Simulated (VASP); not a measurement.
Here is a VASP 6.6.1 calculation.

Contents of INCAR:

```
SYSTEM = Ta
PREC = Accurate ; ENCUT = 520
EDIFF = 1E-7 ; ISMEAR = -1
SIGMA = 0.1 ; LREAL = .FALSE.
LASPH = .TRUE. ; NELM = 100
ALGO = Normal ; ISIF = 2
LWAVE = .FALSE. ; LCHARG = .FALSE.
GGA = B5 ; ALDAX = 1.0
AGGAX = 1.0 ; AGGAC = 1.0
ALDAC = 0.0 ; NBANDS = 12
```

Contents of KPOINTS:

```
regular mesh
0
G
  14 14 14
  0 0 0
```

The input POSCAR:

```
Ta
1.0
    0.0000000000      2.2145530675      2.2145530675
    2.2145530675      0.0000000000      2.2145530675
    2.2145530675      2.2145530675      0.0000000000
Ta
1
Direct
    0.0000000000      0.0000000000      0.0000000000
```

Potentials or basis: VASP PAW PBE potentials, release 64 (Ta_pv).

Command:

```bash
$ cat potpaw_PBE.64/Ta_pv/POTCAR > POTCAR
$ mpirun -np 1 vasp_std > vasp.out
```

Predict the pressure.

-15.4 GPa.

Caveat: the PAW data sets were made with another functional, which shifts forces and pressure a little.
